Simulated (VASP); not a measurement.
Input of a VASP 6.6.1 run:

File INCAR:

```
SYSTEM = C
  ALGO = Normal
  EDIFF = 1E-6
  ENCUT = 520
  GGA = PS
  ISIF = 2
  ISMEAR = -1
  LASPH = .TRUE.
  LCHARG = .FALSE.
  LREAL = .FALSE.
  LWAVE = .FALSE.
  NBANDS = 16
  NELM = 80
  PREC = Accurate
  SIGMA = 0.05
```

The input KPOINTS:

```
k-points
0
G
  13 13 7
  0 0 0
```

POSCAR

```
C
1.0
    2.4988818069      0.0000000000      0.0000000000
   -1.2494409034      2.1640951258      0.0000000000
    0.0000000000      0.0000000000      4.1607094855
C
4
Direct
    0.3333333333      0.6666666667      0.0627973083
    0.6666666667      0.3333333333      0.5627973083
    0.3333333333      0.6666666667      0.4372026917
    0.6666666667      0.3333333333      0.9372026917
```

Potentials or basis: VASP PAW PBE potentials, release 64 (C).

Run with:

```sh
$ cat potpaw_PBE.64/C/POTCAR > POTCAR
$ mpirun -np 1 vasp_std > vasp.out
```

Question: What does it give for the band gap on the k mesh?

Answer: 3.17 eV, indirect (least direct gap 4.92 eV).

Question: What does it give for the pressure?

Answer: 1.1 GPa.

Forces in eV/Å, atoms in the order of the input:
```
C    0.000  0.000  0.006
C    0.000  0.000  0.006
C    0.000  0.000 -0.006
C    0.000  0.000 -0.006
```

Caveat: the PAW data sets were made with another functional, which shifts forces and pressure a little. A k mesh can miss the band edges.
